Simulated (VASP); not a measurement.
# Hf (P6_3/mmc) in VASP: settings compared

The runs below take Hf through single point, with LDA, RPBE, BLYP+D3(BJ), PBE0, HSE06.

Everything below comes from runs of VASP 6.6.1. Logs are shortened: lines on timing, memory, paths and dates and some standing lists are left out, and cuts for length are marked.

### 1 The cell of the first run

The structure is hexagonal, space group P6_3/mmc (No. 194). Conventional cell: a = 3.197 Å, b = 3.197 Å, c = 5.058 Å, α = 90.00°, β = 90.00°, γ = 120.00°. Within 4.1 Å of Hf (site symmetry -6m2) lie 12 Hf at 3.13 to 3.20 Å.

### 2 Single point, LDA

The input, INCAR:

```
SYSTEM = Hf
ALGO = Fast
EDIFF = 1E-6
ENCUT = 520
ISIF = 2
ISMEAR = 0
LASPH = .TRUE.
LCHARG = .TRUE.
LELF = .TRUE.
LREAL = .FALSE.
LVHAR = .TRUE.
LWAVE = .FALSE.
NBANDS = 17
NELM = 60
PREC = Accurate
SIGMA = 0.02
```

The input, KPOINTS:

```
k-points
0
G
  10 10 5
  0 0 0
```

The input, POSCAR:

```
Hf
1.0
    3.1967000000      0.0000000000      0.0000000000
   -1.5983500000      2.7684234083      0.0000000000
    0.0000000000      0.0000000000      5.0578000000
Hf
2
Direct
    0.6666666667      0.3333333333      0.7500000000
    0.3333333333      0.6666666667      0.2500000000
```

Potentials or basis: VASP PAW LDA potentials, release 64 (Hf_pv).

Launch:

```sh
> cat potpaw_LDA.64/Hf_pv/POTCAR > POTCAR
> mpirun -np 1 vasp_std > vasp.out
```

OUTCAR:

```text
SYSTEM = Hf
   EDIFF = 1E-6
   ENCUT = 520
   ISIF = 2
   ISMEAR = 0
   LASPH = .TRUE.
   LREAL = .FALSE.
   NELM = 60
   PREC = Accurate

 ion  position               nearest neighbor table
   1  0.667  0.333  0.750-   2 3.13   2 3.13   2 3.13   2 3.13   2 3.13   2 3.13
   2  0.333  0.667  0.250-   1 3.13   1 3.13   1 3.13   1 3.13   1 3.13   1 3.13

  LATTYP: Found a hexagonal cell.
 ALAT       =     3.1967000000
 C/A-ratio  =     1.5821941377

  Lattice vectors:

 A1 = (   3.1967000000,   0.0000000000,   0.0000000000)
 A2 = (  -1.5983500000,   2.7684234083,   0.0000000000)
 A3 = (   0.0000000000,   0.0000000000,   5.0578000000)

Analysis of symmetry for initial positions (statically):
=====================================================================
 Subroutine PRICEL returns:
 Original cell was already a primitive cell.

 Routine SETGRP: Setting up the symmetry group for a
 hexagonal supercell.

 Subroutine GETGRP returns: Found 24 space group operations
 (whereof 12 operations were pure point group operations)
 out of a pool of 24 trial point group operations.

The static configuration has the point symmetry D_3d.
 The point group associated with its full space group is D_6h.

Analysis of symmetry for dynamics (positions and initial velocities):
=====================================================================
 Subroutine PRICEL returns:
 Original cell was already a primitive cell.

 Routine SETGRP: Setting up the symmetry group for a
 hexagonal supercell.

 Subroutine GETGRP returns: Found 24 space group operations
 (whereof 12 operations were pure point group operations)
 out of a pool of 24 trial point group operations.

The dynamic configuration has the point symmetry D_3d.
 The point group associated with its full space group is D_6h.

 Subroutine INISYM returns: Found 24 space group operations
 (whereof 12 operations are pure point group operations),
 and found     1 'primitive' translations

----------------------------------------------------------------------------------------

                                     Primitive cell

  volume of cell :      44.7606

  direct lattice vectors                    reciprocal lattice vectors
     3.196700000  0.000000000  0.000000000     0.312822598  0.180608211  0.000000000
    -1.598350000  2.768423408  0.000000000     0.000000000  0.361216423  0.000000000
     0.000000000  0.000000000  5.057800000     0.000000000  0.000000000  0.197714421

  length of vectors
     3.196700000  3.196700000  5.057800000     0.361216423  0.361216423  0.197714421

  position of ions in fractional coordinates (direct lattice)
     0.666666667  0.333333333  0.750000000
[... 77 lines left out ...]
   NELM   =     60;   NELMIN=  2; NELMDL= -5     # of ELM steps
   EDIFF  = 0.1E-05   stopping-criterion for ELM
   LREAL  =      F    real-space projection
   EDIFFG = 0.1E-04   stopping-criterion for IOM
   NSW    =      0    number of steps for IOM
   IBRION =     -1    ionic relax: 0-MD 1-quasi-New 2-CG
   NFREE  =      0    steps in history (QN), initial steepest desc. (CG)
   ISIF   =      2    stress and relaxation
   ISYM   =      2    0-nonsym 1-usesym 2-fastsym
   POTIM  = 0.5000    time-step for ionic-motion
   TEBEG  =    0.0;   TEEND  =   0.0 temperature during run
   PSTRESS=    0.0 pullay stress
   NELECT =      20.0000    total number of electrons
   NUPDOWN=      -1.0000    fix difference up-down
   EMIN   =  10.00;   EMAX   =-10.00  energy-range for DOS
   EFERMI =   0.00;   METHOD = LEGACY
   ISMEAR =     0;   SIGMA  =   0.02  broadening in eV -4-tet -1-fermi 0-gaus
   EFERMI_NEDOS =   21; number of points for ismear=-14 and -15
   IALGO  =     68    algorithm
   IMIX   =      4    mixing-type and parameters
     AMIX     =   0.40;   BMIX     =  1.00
     AMIX_MAG =   1.60;   BMIX_MAG =  1.00
  volume/ion in A,a.u.               =      22.38       151.03
  Fermi-wavevector in a.u.,A,eV,Ry     =   1.251563  2.365112 21.312311  1.566411
  Thomas-Fermi vector in A             =   2.385505
   LORBIT       =      0    0 simple, 1 ext, 2 COOP (PROOUT), +10 PAW based schemes
   GGA     = CA    functional components
   LHFCALC =     F    Hartree Fock is set to
   AEXX    =    0.0000 exact exchange contribution
   IVDW    =     0    specifies the selected vdW correction
   LEPSILON=     F    determine dielectric tensor
   LRPA    =     F    only Hartree local field effects (RPA)
 non-spin polarized calculation
 RMM-DIIS sequential band-by-band and
 Gauss-broadening in eV      SIGMA  =   0.02
  energy-cutoff  :      520.00
  volume of cell :       44.76
 maximum number of plane-waves:      1220
 NGX is ok and might be reduce to    24
   NGX = 11   NGY = 11   NGZ = 19

 number of electron      20.0000004 magnetization

 Free energy of the ion-electron system (eV)
  ---------------------------------------------------
  ext. energy  EPLUGINS =         0.00000000
  ---------------------------------------------------
  free energy    TOTEN  =       -21.31533895 eV

  energy without entropy =      -21.31506851  energy(sigma->0) =      -21.31520373

 E-fermi :   4.7489     XC(G=0): -11.4690

 val. band max:        4.7356721687   @ k =   0.1000   0.1000   0.2000
 cond. band min:       4.7674942669   @ k =   0.0000   0.0000   0.4000
 fundamental gap:      0.0318220982
 Fermi energy:         4.7489179018

 k-point     1 :       0.0000    0.0000    0.0000
  band No.  band energies     occupation
      1     -26.1525      2.00000
      2     -25.3902      2.00000
      3     -25.3902      2.00000
      4     -25.2673      2.00000
      5     -25.2593      2.00000
      6     -25.2593      2.00000
[... 457 lines left out ...]
      4     -25.5631      2.00000
      5     -25.4678      2.00000
      6     -25.3936      2.00000
[... 9 lines left out ...]
     16      10.6427      0.00000
     17      11.4682      0.00000

 [... further k-points ...]
[... 5 lines left out ...]
  --------------------------------------------------------------------------------------
  -------------------------------------------------------------------------------------
  Total       -2.1549599     -2.1549599     -2.3525186     -0.0000000      0.0000000      0.0000000
  in kB      -77.1354004    -77.1354004    -84.2068837     -0.0000000      0.0000000      0.0000000
  external PRESSURE =     -79.4925615 kB  Pullay stress =       0.0000000 kB

 VOLUME and BASIS-vectors are now :
 -----------------------------------------------------------------------------
  energy-cutoff  :      520.00
  volume of cell :       44.76
      direct lattice vectors                 reciprocal lattice vectors
     3.196700000  0.000000000  0.000000000     0.312822598  0.180608211  0.000000000
    -1.598350000  2.768423408  0.000000000     0.000000000  0.361216423  0.000000000
     0.000000000  0.000000000  5.057800000     0.000000000  0.000000000  0.197714421

 POSITION                                       TOTAL-FORCE (eV/Angst)
 -----------------------------------------------------------------------------------
      1.59835      0.92281      3.79335         0.000000     -0.000000      0.000000
     -0.00000      1.84562      1.26445        -0.000000      0.000000      0.000000
 -----------------------------------------------------------------------------------
    total drift:                               -0.000000      0.000000     -0.000000

  FREE ENERGIE OF THE ION-ELECTRON SYSTEM (eV)
  ---------------------------------------------------
  free  energy   TOTEN  =       -21.3153389538 eV

  energy  without entropy=      -21.3150685059  energy(sigma->0) =      -21.31520373
```

stdout:

```text
POSCAR found type information on POSCAR Hf
 POSCAR found :  1 types and       2 ions
 scaLAPACK will be used
 LDA part: xc-table for (Slater(with rela. corr.)+CA(PZ))
 , standard interpolation
 POSCAR, INCAR and KPOINTS ok, starting setup
 FFT: planning ... GRIDC
 FFT: planning ... GRID_SOFT
 FFT: planning ... GRID
 WAVECAR not read
 entering main loop
```

Run time: 17 s. Hardware: 1 thread of Intel Xeon Platinum 8488C (Sapphire Rapids), shared host; peak memory 0.15 GiB.

Results:

```yaml
Free_energy: -21.3153 eV
Pressure: -7.9 GPa
Band_gap_on_the_k_mesh: zero (bands 10 and 11 overlap by 1.44 eV)
```

Levels at points of the mesh, in eV from the Fermi level:
| k point | band 7 | band 8 | band 9 | band 10 | band 11 | band 12 | band 13 | band 14 |
| --- | --- | --- | --- | --- | --- | --- | --- | --- |
| (0.00, 0.00, 0.00) | -7.28 | -3.67 | 0.83 | 1.15 | 1.15 | 1.42 | 1.96 | 1.96 |
| (0.50, 0.00, 0.00) | -3.29 | -2.71 | -2.19 | -0.67 | 0.75 | 0.90 | 1.69 | 5.83 |

Caveat: the cell stands under tension; spin-orbit coupling is left out, which moves the levels of the heavy elements.

### 3 Single point, RPBE

The input, INCAR:

```
SYSTEM = Hf
ALGO     = Normal         ! electronic algorithm
EDIFF    = 1E-6           ! SCF threshold, eV
ENCUT    = 520            ! plane-wave cutoff, eV
GGA      = RP             ! functional
ISIF     = 2              ! what is computed and relaxed
ISMEAR   = 0              ! smearing method
LASPH    = .True.         ! aspherical terms in the spheres
LCHARG   = .False.        ! write CHGCAR
LREAL    = .False.        ! projectors in reciprocal space
LWAVE    = .False.        ! write WAVECAR
NBANDS   = 17             ! bands
NELM     = 80             ! most SCF steps
PREC     = Accurate       ! precision mode
SIGMA    = 0.02           ! smearing width, eV
```

The input, KPOINTS:

```
k-points
0
Gamma
  10 10 5
  0 0 0
```

POSCAR is that of step 2.

Potentials or basis: VASP PAW PBE potentials, release 64 (Hf_pv).

Launch:

```sh
> cat potpaw_PBE.64/Hf_pv/POTCAR > POTCAR
> mpirun -np 1 vasp_std > vasp.out
```

It took 14 s on 1 thread of Intel Xeon Platinum 8488C (Sapphire Rapids), shared host; peak memory 0.17 GiB.

The run converged. Its results:

* Free energy: -18.9999 eV
* Pressure: 3.0 GPa
* Band gap on the k mesh: zero (bands 10 and 11 overlap by 1.52 eV)

Stress tensor (GPa, compression positive):
```
3.09 0.00 0.00
0.00 3.09 0.00
0.00 0.00 2.75
```

Levels at points of the mesh, in eV from the Fermi level:
```tsv
k point	band 7	band 8	band 9	band 10	band 11	band 12	band 13	band 14
(0.00, 0.00, 0.00)	-7.37	-3.69	0.60	1.21	1.21	1.49	2.03	2.03
(0.50, 0.00, 0.00)	-3.34	-2.73	-2.22	-0.82	0.83	0.88	1.70	5.92
```

Caveat: the PAW data sets were made with another functional, which shifts forces and pressure a little; spin-orbit coupling is left out, which moves the levels of the heavy elements.

(Part 1 of 3 ends here.)

The gap in the log of VASP goes by the Fermi energy; the results here count the filled bands.